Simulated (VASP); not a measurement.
# Ti2O (P-3m1) in VASP: further runs

Ti2O is run at these levels: r2SCAN; tasks: single point.

Everything below comes from runs of VASP 6.6.1. Logs are shortened: lines on timing, memory, paths and dates and some standing lists are left out, and cuts for length are marked.

### Step 1. The cell of the first run

It takes space group P-3m1 (No. 164, trigonal). Conventional cell: a = 2.913 Å, b = 2.913 Å, c = 4.759 Å, α = 90.00°, β = 90.00°, γ = 120.00°. Ti (site symmetry 3m) has 3 O at 2.12 Å and 3 Ti at 2.76 Å within 2.8 Å. O (site symmetry -3m) has 6 Ti at 2.12 Å within 2.8 Å.

### Step 2. Single point, r2SCAN

File POSCAR:

```
Ti2O
1.0
    2.9132253661      0.0000000000      0.0000000000
   -1.4566126830      2.5229271740      0.0000000000
    0.0000000000      0.0000000000      4.7585209470
Ti O
2 1
Direct
    0.6666666667      0.3333333333      0.2696842406
    0.3333333333      0.6666666667      0.7303157594
    0.0000000000      0.0000000000      0.0000000000
```

File INCAR.step1:

```
  PREC = Accurate
  ENCUT = 520
  ISMEAR = 1
  SIGMA = 0.1
  LREAL = F
  LASPH = T
  NELM = 80
  NBANDS = 22
  GGA = PE
  ALGO = Normal
  EDIFF = 1E-4
  LWAVE = T
  LCHARG = F
```

File INCAR.step2:

```
  PREC = Accurate
  ENCUT = 520
  EDIFF = 1E-6
  ISMEAR = 1
  SIGMA = 0.1
  LREAL = F
  LASPH = T
  NELM = 80
  ALGO = Normal
  ISIF = 2
  LWAVE = F
  LCHARG = F
  METAGGA = R2SCAN
  LMIXTAU = T
  NBANDS = 22
  ISTART = 1
```

File KPOINTS:

```
Automatic mesh
0
Gamma
  13 13 7
```

Potentials or basis: VASP PAW PBE potentials, release 64 (Ti_sv, O).

On the command line:

```console
$ cat potpaw_PBE.64/Ti_sv/POTCAR potpaw_PBE.64/O/POTCAR > POTCAR
$ cp INCAR.step1 INCAR
$ mpirun -np 1 vasp_std > vasp.out
$ cp INCAR.step2 INCAR
$ mpirun -np 1 vasp_std > vasp.out
```

OUTCAR:

```text
PREC = Accurate
   ENCUT = 520
   EDIFF = 1E-6
   ISMEAR = 1
   LREAL = F
   LASPH = T
   NELM = 80
   ISIF = 2
   METAGGA = R2SCAN
   ISTART = 1

 ion  position               nearest neighbor table
   1  0.667  0.333  0.270-   3 2.12   3 2.12   3 2.12   2 2.76   2 2.76   2 2.76
   2  0.333  0.667  0.730-   3 2.12   3 2.12   3 2.12   1 2.76   1 2.76   1 2.76
   3  0.000  0.000  0.000-   1 2.12   2 2.12   2 2.12   1 2.12   1 2.12   2 2.12

  LATTYP: Found a hexagonal cell.
 ALAT       =     2.9132253661
 C/A-ratio  =     1.6334201268

  Lattice vectors:

 A1 = (   2.9132253661,   0.0000000000,   0.0000000000)
 A2 = (  -1.4566126830,   2.5229271740,   0.0000000000)
 A3 = (   0.0000000000,   0.0000000000,   4.7585209470)

Analysis of symmetry for initial positions (statically):
=====================================================================
 Subroutine PRICEL returns:
 Original cell was already a primitive cell.

 Routine SETGRP: Setting up the symmetry group for a
 hexagonal supercell.

 Subroutine GETGRP returns: Found 12 space group operations
 (whereof 12 operations were pure point group operations)
 out of a pool of 24 trial point group operations.

The static configuration has the point symmetry D_3d.

Analysis of symmetry for dynamics (positions and initial velocities):
=====================================================================
 Subroutine PRICEL returns:
 Original cell was already a primitive cell.

 Routine SETGRP: Setting up the symmetry group for a
 hexagonal supercell.

 Subroutine GETGRP returns: Found 12 space group operations
 (whereof 12 operations were pure point group operations)
 out of a pool of 24 trial point group operations.

The dynamic configuration has the point symmetry D_3d.

 Subroutine INISYM returns: Found 12 space group operations
 (whereof 12 operations are pure point group operations),
 and found     1 'primitive' translations

----------------------------------------------------------------------------------------

                                     Primitive cell

  volume of cell :      34.9744

  direct lattice vectors                    reciprocal lattice vectors
     2.913225366  0.000000000  0.000000000     0.343262149  0.198182494  0.000000000
    -1.456612683  2.522927174  0.000000000     0.000000000  0.396364988  0.000000000
     0.000000000  0.000000000  4.758520947     0.000000000  0.000000000  0.210149332

  length of vectors
     2.913225366  2.913225366  4.758520947     0.396364988  0.396364988  0.210149332

  position of ions in fractional coordinates (direct lattice)
     0.666666667  0.333333333  0.269684241
     0.333333333  0.666666667  0.730315759
     0.000000000  0.000000000  0.000000000

  ion indices of the primitive-cell ions
   primitive index   ion index
                 1           1
                 2           2
                 3           3

----------------------------------------------------------------------------------------

 KPOINTS: Automatic mesh

Automatic generation of k-mesh.
 Grid dimensions read from file:
 generate k-points for:   13   13    7

 Generating k-lattice:

  Cartesian coordinates                     Fractional coordinates (reciprocal lattice)
     0.026404781  0.015244807  0.000000000     0.076923077  0.000000000  0.000000000
     0.000000000  0.030489614  0.000000000     0.000000000  0.076923077  0.000000000
     0.000000000  0.000000000  0.030021333     0.000000000  0.000000000  0.142857143

  Length of vectors
     0.030489614  0.030489614  0.030021333

  Shift w.r.t. Gamma in fractional coordinates (k-lattice)
     0.000000000  0.000000000  0.000000000

 Subroutine IBZKPT returns following result:
 ===========================================

 Found    126 irreducible k-points:

 Following reciprocal coordinates:
            Coordinates               Weight
  0.000000  0.000000  0.000000      1.000000
  0.076923  0.000000  0.000000      6.000000
  0.153846  0.000000  0.000000      6.000000
  0.230769  0.000000  0.000000      6.000000
  0.307692  0.000000  0.000000      6.000000
  0.384615  0.000000  0.000000      6.000000
[... 16 lines left out ...]
  0.076923  0.000000  0.142857      6.000000
  0.000000  0.076923  0.142857      6.000000
 [... further k-points ...]
   k-points           NKPTS =    126   k-points in BZ     NKDIM =    126   number of bands    NBANDS=     22
   number of dos      NEDOS =    301   number of ions     NIONS =      3
   total plane-waves  NPLWV =  20736
   dimension x,y,z NGX =    24 NGY =   24 NGZ =   36
   dimension x,y,z NGXF=    48 NGYF=   48 NGZF=   72
   ions per type =               2   1
   NGX,Y,Z   is equivalent  to a cutoff of  13.70, 13.70, 12.58 a.u.
   NGXF,Y,Z  is equivalent  to a cutoff of  27.39, 27.39, 25.15 a.u.
 SYSTEM =  unknown system
   PREC   = accura    normal or accurate (medium, high low for compatibility)
   ISTART =      1    job   : 0-new  1-cont  2-samecut
   ICHARG =      0    charge: 1-file 2-atom 10-const
   ISPIN  =      1    spin polarized calculation?
   LNONCOLLINEAR =      F non collinear calculations
   LSORBIT =      F    spin-orbit coupling
   LASPH  =      T    aspherical Exc in radial PAW
   ENCUT  =  520.0 eV  38.22 Ry    6.18 a.u.   5.42  5.42  8.85*2*pi/ulx,y,z
   NELM   =     80;   NELMIN=  2; NELMDL=  0     # of ELM steps
   EDIFF  = 0.1E-05   stopping-criterion for ELM
   LREAL  =      F    real-space projection
   EDIFFG = 0.1E-04   stopping-criterion for IOM
   NSW    =      0    number of steps for IOM
   IBRION =     -1    ionic relax: 0-MD 1-quasi-New 2-CG
   NFREE  =      0    steps in history (QN), initial steepest desc. (CG)
   ISIF   =      2    stress and relaxation
   ISYM   =      2    0-nonsym 1-usesym 2-fastsym
   POTIM  = 0.5000    time-step for ionic-motion
   TEBEG  =    0.0;   TEEND  =   0.0 temperature during run
   PSTRESS=    0.0 pullay stress
   NELECT =      30.0000    total number of electrons
   NUPDOWN=      -1.0000    fix difference up-down
   EMIN   =  10.00;   EMAX   =-10.00  energy-range for DOS
   EFERMI =   0.00;   METHOD = LEGACY
   ISMEAR =     1;   SIGMA  =   0.10  broadening in eV -4-tet -1-fermi 0-gaus
   EFERMI_NEDOS =   21; number of points for ismear=-14 and -15
   IALGO  =     38    algorithm
   IMIX   =      4    mixing-type and parameters
     AMIX     =   0.40;   BMIX     =  1.00
     AMIX_MAG =   1.60;   BMIX_MAG =  1.00
  volume/ion in A,a.u.               =      11.66        78.67
  Fermi-wavevector in a.u.,A,eV,Ry     =   1.555482  2.939435 32.919626  2.419524
  Thomas-Fermi vector in A             =   2.659417
   LORBIT       =      0    0 simple, 1 ext, 2 COOP (PROOUT), +10 PAW based schemes
   METAGGA = R2SCAN    functional components
   LHFCALC =     F    Hartree Fock is set to
   AEXX    =    0.0000 exact exchange contribution
   IVDW    =     0    specifies the selected vdW correction
   LEPSILON=     F    determine dielectric tensor
   LRPA    =     F    only Hartree local field effects (RPA)
 non-spin polarized calculation
 Methfessel and Paxton  Order N= 1 SIGMA  =   0.10
  energy-cutoff  :      520.00
  volume of cell :       34.97
 maximum number of plane-waves:       966
 NGX is ok and might be reduce to    24
   NGX = 11   NGY = 11   NGZ = 17

 number of electron      29.9999993 magnetization

 Free energy of the ion-electron system (eV)
  ---------------------------------------------------
  ext. energy  EPLUGINS =         0.00000000
  ---------------------------------------------------
  free energy    TOTEN  =       -37.81595652 eV

  energy without entropy =      -37.81537388  energy(sigma->0) =      -37.81576231

 E-fermi :  10.5381     XC(G=0): -13.3708

 val. band max:       10.5278884684   @ k =   0.1538   0.0000   0.2857
 cond. band min:      10.5452478716   @ k =   0.0000   0.0769   0.4286
 fundamental gap:      0.0173594031
 Fermi energy:        10.5381458885

 k-point     1 :       0.0000    0.0000    0.0000
  band No.  band energies     occupation
      1     -49.0722      2.00000
      2     -48.9196      2.00000
      3     -24.7662      2.00000
      4     -23.9805      2.00000
      5     -23.9805      2.00000
      6     -23.9066      2.00000
[... 14 lines left out ...]
     21      11.9236     -0.00000
     22      14.7931      0.00000

 k-point     2 :       0.0769    0.0000    0.0000
  band No.  band energies     occupation
      1     -49.0652      2.00000
      2     -48.9166      2.00000
      3     -24.7469      2.00000
      4     -24.0212      2.00000
      5     -23.9920      2.00000
      6     -23.9223      2.00000
[... 14 lines left out ...]
     21      12.2159     -0.00000
     22      14.4577      0.00000

 k-point     3 :       0.1538    0.0000    0.0000
  band No.  band energies     occupation
      1     -49.0456      2.00000
      2     -48.9086      2.00000
      3     -24.6919      2.00000
      4     -24.1236      2.00000
      5     -24.0223      2.00000
      6     -24.0205      2.00000
[... 14 lines left out ...]
     21      12.6549      0.00000
     22      14.0040      0.00000

 k-point     4 :       0.2308    0.0000    0.0000
  band No.  band energies     occupation
      1     -49.0170      2.00000
      2     -48.8982      2.00000
      3     -24.6097      2.00000
      4     -24.2668      2.00000
      5     -24.1472      2.00000
      6     -24.0626      2.00000
[... 14 lines left out ...]
     21      13.2300      0.00000
     22      13.8376      0.00000

 k-point     5 :       0.3077    0.0000    0.0000
  band No.  band energies     occupation
      1     -48.9846      2.00000
      2     -48.8890      2.00000
      3     -24.5170      2.00000
      4     -24.4195      2.00000
      5     -24.2660      2.00000
      6     -24.1033      2.00000
[... 14 lines left out ...]
     21      13.4317      0.00000
     22      14.3160      0.00000

 k-point     6 :       0.3846    0.0000    0.0000
  band No.  band energies     occupation
      1     -48.9548      2.00000
      2     -48.8840      2.00000
      3     -24.5519      2.00000
      4     -24.4500      2.00000
      5     -24.3251      2.00000
      6     -24.1359      2.00000
[... 14 lines left out ...]
     21      13.6706      0.00000
     22      14.0923      0.00000

 k-point     7 :       0.4615    0.0000    0.0000
  band No.  band energies     occupation
      1     -48.9355      2.00000
      2     -48.8837      2.00000
      3     -24.6229      2.00000
      4     -24.4652      2.00000
      5     -24.2874      2.00000
      6     -24.1540      2.00000
[... 324 lines left out ...]
      6     -24.2149      2.00000
[... 14 lines left out ...]
     21      13.7157      0.00000
     22      14.9520      0.00000

 k-point    21 :       0.3077    0.3077    0.0000
  band No.  band energies     occupation
      1     -48.9055      2.00000
      2     -48.8910      2.00000
      3     -24.5359      2.00000
      4     -24.3648      2.00000
      5     -24.3425      2.00000
      6     -24.1855      2.00000
[... 14 lines left out ...]
     21      13.6493      0.00000
     22      15.1658      0.00000

 k-point    22 :       0.0000    0.0000    0.1429
  band No.  band energies     occupation
      1     -49.0663      2.00000
      2     -48.9256      2.00000
      3     -24.7267      2.00000
      4     -23.9779      2.00000
      5     -23.9779      2.00000
      6     -23.9511      2.00000
[... 14 lines left out ...]
     21      12.1832     -0.00000
     22      14.6056      0.00000

 k-point    23 :       0.0769    0.0000    0.1429
  band No.  band energies     occupation
      1     -49.0595      2.00000
      2     -48.9224      2.00000
      3     -24.7098      2.00000
      4     -24.0306      2.00000
      5     -23.9864      2.00000
      6     -23.9481      2.00000
[... 14 lines left out ...]
     21      12.4841     -0.00000
     22      14.1183      0.00000

 k-point    24 :       0.0000    0.0769    0.1429
  band No.  band energies     occupation
      1     -49.0595      2.00000
      2     -48.9225      2.00000
      3     -24.7092      2.00000
      4     -24.0209      2.00000
      5     -23.9912      2.00000
      6     -23.9627      2.00000
[... 14 lines left out ...]
     21      12.3697     -0.00000
     22      14.3883      0.00000

 [... further k-points ...]
[... 5 lines left out ...]
  --------------------------------------------------------------------------------------
  -------------------------------------------------------------------------------------
  Total        1.9891707      1.9891707      2.0010089      0.0000000      0.0000000      0.0000000
  in kB       91.1238045     91.1238045     91.6661140      0.0000000      0.0000000      0.0000000
  external PRESSURE =      91.3045743 kB  Pullay stress =       0.0000000 kB

 VOLUME and BASIS-vectors are now :
 -----------------------------------------------------------------------------
  energy-cutoff  :      520.00
  volume of cell :       34.97
      direct lattice vectors                 reciprocal lattice vectors
     2.913225366  0.000000000  0.000000000     0.343262149  0.198182494  0.000000000
    -1.456612683  2.522927174  0.000000000     0.000000000  0.396364988  0.000000000
     0.000000000  0.000000000  4.758520947     0.000000000  0.000000000  0.210149332

 POSITION                                       TOTAL-FORCE (eV/Angst)
 -----------------------------------------------------------------------------------
      1.45661      0.84098      1.28330        -0.000000      0.000000      0.065613
     -0.00000      1.68195      3.47522         0.000000     -0.000000     -0.065613
      0.00000      0.00000      0.00000        -0.000000      0.000000      0.000000
 -----------------------------------------------------------------------------------
    total drift:                                0.000000      0.000000     -0.000000

  FREE ENERGIE OF THE ION-ELECTRON SYSTEM (eV)
  ---------------------------------------------------
  free  energy   TOTEN  =       -37.8159565227 eV

  energy  without entropy=      -37.8153738801  energy(sigma->0) =      -37.81576231
```

Wall time 2 min (1 thread of Intel Xeon 6975P-C (Granite Rapids), shared host); peak memory 0.22 GiB.

What came out:

```yaml
Free_energy: -37.8160 eV
Pressure: 9.1 GPa
Largest_force: 0.066 eV/Å
Band_gap_on_the_k_mesh: zero (band 15 reaches 11.05 eV, above the bottom of band 16 at 10.10 eV)
```

Forces on the atoms (eV/Å):
```
Ti   0.000  0.000  0.066
Ti   0.000  0.000 -0.066
O    0.000  0.000  0.000
```

Levels at points of the mesh, in eV from the Fermi level:
| k point | band 13 | band 14 | band 15 | band 16 | band 17 | band 18 |
| --- | --- | --- | --- | --- | --- | --- |
| (0.00, 0.00, 0.00) | -4.11 | -0.38 | 0.21 | 0.59 | 0.59 | 1.16 |

Caveat: the PAW data sets were made with another functional, which shifts forces and pressure a little.

### Step 3. Single point, r2SCAN

This run uses another cell than the first one, of 11.76 Å³/atom, 1.009 times its volume.

File POSCAR:

```
Ti2O
1.0
    2.9222670847      0.0000000000      0.0000000000
   -1.4611335423      2.5307575320      0.0000000000
    0.0000000000      0.0000000000      4.7712684864
Ti O
2 1
Direct
    0.6666666667      0.3333333333      0.2694700126
    0.3333333333      0.6666666667      0.7305299874
    0.0000000000      0.0000000000      0.0000000000
```

File INCAR.step1:

```
SYSTEM = Ti2O
  ALGO = Normal
  EDIFF = 1E-4
  ENCUT = 520
  GGA = PE
  ISMEAR = 1
  LASPH = .TRUE.
  LCHARG = .FALSE.
  LREAL = .FALSE.
  LWAVE = .TRUE.
  NBANDS = 22
  NELM = 60
  PREC = Accurate
  SIGMA = 0.1
```

File INCAR.step2:

```
SYSTEM = Ti2O
  ALGO = Normal
  EDIFF = 1E-6
  ENCUT = 520
  ISIF = 2
  ISMEAR = 1
  ISTART = 1
  LASPH = .TRUE.
  LCHARG = .FALSE.
  LMIXTAU = .TRUE.
  LREAL = .FALSE.
  LWAVE = .FALSE.
  METAGGA = R2SCAN
  NBANDS = 22
  NELM = 60
  PREC = Accurate
  SIGMA = 0.1
```

File KPOINTS:

```
k-points
0
G
  13 13 7
  0 0 0
```

Potentials or basis: VASP PAW PBE potentials, release 64 (Ti_sv, O).

On the command line:

```console
$ cat potpaw_PBE.64/Ti_sv/POTCAR potpaw_PBE.64/O/POTCAR > POTCAR
$ cp INCAR.step1 INCAR
$ mpirun -np 1 vasp_std > vasp.out
$ cp INCAR.step2 INCAR
$ mpirun -np 1 vasp_std > vasp.out
```

OUTCAR:

```text
SYSTEM = Ti2O
   EDIFF = 1E-6
   ENCUT = 520
   ISIF = 2
   ISMEAR = 1
   ISTART = 1
   LASPH = .TRUE.
   LREAL = .FALSE.
   METAGGA = R2SCAN
   NELM = 60
   PREC = Accurate

 ion  position               nearest neighbor table
   1  0.667  0.333  0.269-   3 2.12   3 2.12   3 2.12   2 2.77   2 2.77   2 2.77
   2  0.333  0.667  0.731-   3 2.12   3 2.12   3 2.12   1 2.77   1 2.77   1 2.77
   3  0.000  0.000  0.000-   1 2.12   2 2.12   2 2.12   1 2.12   1 2.12   2 2.12

  LATTYP: Found a hexagonal cell.
 ALAT       =     2.9222670847
 C/A-ratio  =     1.6327284085

  Lattice vectors:
[... 196 lines left out ...]
      6     -24.0416      2.00000
[... 589 lines left out ...]
     21      12.2387     -0.00000
     22      14.2268      0.00000

 [... further k-points ...]
[... 5 lines left out ...]
  --------------------------------------------------------------------------------------
  -------------------------------------------------------------------------------------
  Total        1.5569365      1.5569365      1.5648712      0.0000000      0.0000000     -0.0000000
  in kB       70.6931266     70.6931266     71.0534042      0.0000000      0.0000000     -0.0000000
  external PRESSURE =      70.8132191 kB  Pullay stress =       0.0000000 kB

 VOLUME and BASIS-vectors are now :
 -----------------------------------------------------------------------------
  energy-cutoff  :      520.00
  volume of cell :       35.29
      direct lattice vectors                 reciprocal lattice vectors
     2.922267085  0.000000000  0.000000000     0.342200070  0.197569302  0.000000000
    -1.461133542  2.530757532  0.000000000     0.000000000  0.395138605  0.000000000
     0.000000000  0.000000000  4.771268486     0.000000000  0.000000000  0.209587870

 POSITION                                       TOTAL-FORCE (eV/Angst)
 -----------------------------------------------------------------------------------
      1.46113      0.84359      1.28571         0.000000     -0.000000      0.062685
     -0.00000      1.68717      3.48555        -0.000000      0.000000     -0.062685
      0.00000      0.00000      0.00000        -0.000000      0.000000      0.000000
 -----------------------------------------------------------------------------------
    total drift:                                0.000000     -0.000000      0.000000

  FREE ENERGIE OF THE ION-ELECTRON SYSTEM (eV)
  ---------------------------------------------------
  free  energy   TOTEN  =       -37.8321912279 eV

  energy  without entropy=      -37.8316183359  energy(sigma->0) =      -37.83200026
```

OSZICAR.step1:

```text
N       E                     dE             d eps       ncg     rms          rms(c)
DAV:   1     0.348893906504E+03    0.34889E+03   -0.15272E+04  5568   0.172E+03
DAV:   2     0.122984688907E+02   -0.33660E+03   -0.32137E+03  5892   0.484E+02
DAV:   3    -0.270609714403E+02   -0.39359E+02   -0.38475E+02  8574   0.147E+02
DAV:   4    -0.301109573821E+02   -0.30500E+01   -0.30289E+01  7354   0.368E+01
DAV:   5    -0.302249240090E+02   -0.11397E+00   -0.11395E+00  7340   0.614E+00    0.175E+01
DAV:   6    -0.261768491609E+02    0.40481E+01   -0.21112E+01  7370   0.451E+01    0.543E+00
DAV:   7    -0.260089276342E+02    0.16792E+00   -0.18021E+00  7732   0.105E+01    0.335E+00
DAV:   8    -0.260022309502E+02    0.66967E-02   -0.22745E-01  7346   0.408E+00    0.102E+00
DAV:   9    -0.260053572381E+02   -0.31263E-02   -0.43299E-02  8406   0.187E+00    0.526E-01
DAV:  10    -0.260066331811E+02   -0.12759E-02   -0.95042E-03  7236   0.845E-01    0.642E-02
DAV:  11    -0.260065975763E+02    0.35605E-04   -0.62918E-04  7350   0.328E-01
   1 F= -.26006598E+02 E0= -.26006469E+02  d E =-.386918E-03
```

Run time: 2 min. Hardware: 1 thread of Intel Xeon 6975P-C (Granite Rapids), shared host; peak memory 0.22 GiB.

Results:

| Property | Result |
| --- | --- |
| Free energy | -37.8322 eV |
| Pressure | 7.1 GPa |
| Largest force | 0.063 eV/Å |
| Band gap on the k mesh | zero (band 15 reaches 10.93 eV, above the bottom of band 16 at 10.00 eV) |

Forces in eV/Å, atoms in the order of the input:
```
Ti   0.000  0.000  0.063
Ti   0.000  0.000 -0.063
O    0.000  0.000  0.000
```

Caveat: the PAW data sets were made with another functional, which shifts forces and pressure a little.

(Part 1 of 2 ends here.)
